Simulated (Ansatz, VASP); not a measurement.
ZnS in VASP and in Ansatz

Contents of INCAR:

```
PREC = Accurate ; ENCUT = 520
EDIFF = 1E-6 ; ISMEAR = 0
SIGMA = 0.01 ; LREAL = F
LASPH = T ; NELM = 60
ALGO = Normal ; ISIF = 2
LWAVE = F ; LCHARG = T
GGA = PE ; LELF = T
LVHAR = T ; NBANDS = 26
```

The input KPOINTS:

```
Automatic mesh
0
Gamma
  6 6 4
```

Contents of POSCAR:

```
ZnS
1.0
    3.8830859401      0.0000000000      0.0000000000
   -1.9415429700      3.3628510692      0.0000000000
    0.0000000000      0.0000000000      6.3678206220
Zn S
2 2
Direct
    0.3333333333      0.6666666667      0.0002443153
    0.6666666667      0.3333333333      0.5002443153
    0.3333333333      0.6666666667      0.3747556847
    0.6666666667      0.3333333333      0.8747556847
```

Input for Ansatz:

```yaml
crystal:
  lattice:
    - [3.8830859401, 0.0, 0.0]
    - [-1.94154297, 3.3628510692, 0.0]
    - [0.0, 0.0, 6.367820622]
  atoms:
    - { symbol: Zn, position: [0.3333333333, 0.6666666667, 0.0002443153] }
    - { symbol: Zn, position: [0.6666666667, 0.3333333333, 0.5002443153] }
    - { symbol: S, position: [0.3333333333, 0.6666666667, 0.3747556847] }
    - { symbol: S, position: [0.6666666667, 0.3333333333, 0.8747556847] }
kpoints:
  mp_grid: { grid: [6, 6, 4] }
hamiltonian:
  xc: pbe
scf:
  occupations: { method: fixed }
  n_extra_bands: 5
output:
  forces: true
  stress: true
  eigenvalues: true
```

Alike in both runs: task single point; functional PBE; k mesh 6 × 6 × 4; no spin polarisation.

|  | VASP | Ansatz |
| --- | --- | --- |
| version | VASP 6.6.1 | Ansatz 0.2.0 |
| potentials or method | VASP PAW PBE potentials, release 64 (Zn, S) | plane waves, PAW |
| plane-wave cutoff (eV) | 520 | 420 |
| occupations | gaussian, width 0.01 eV | fixed |
| valence electrons in the cell | 36 | 36 |

|  | VASP | Ansatz | Ansatz less VASP |
| --- | --- | --- | --- |
| gap on the k mesh at the Fermi level (eV) | 1.95 | 1.95 | -0.002 |
| pressure (GPa) | -1.8 | -1.9 | -0.13 |
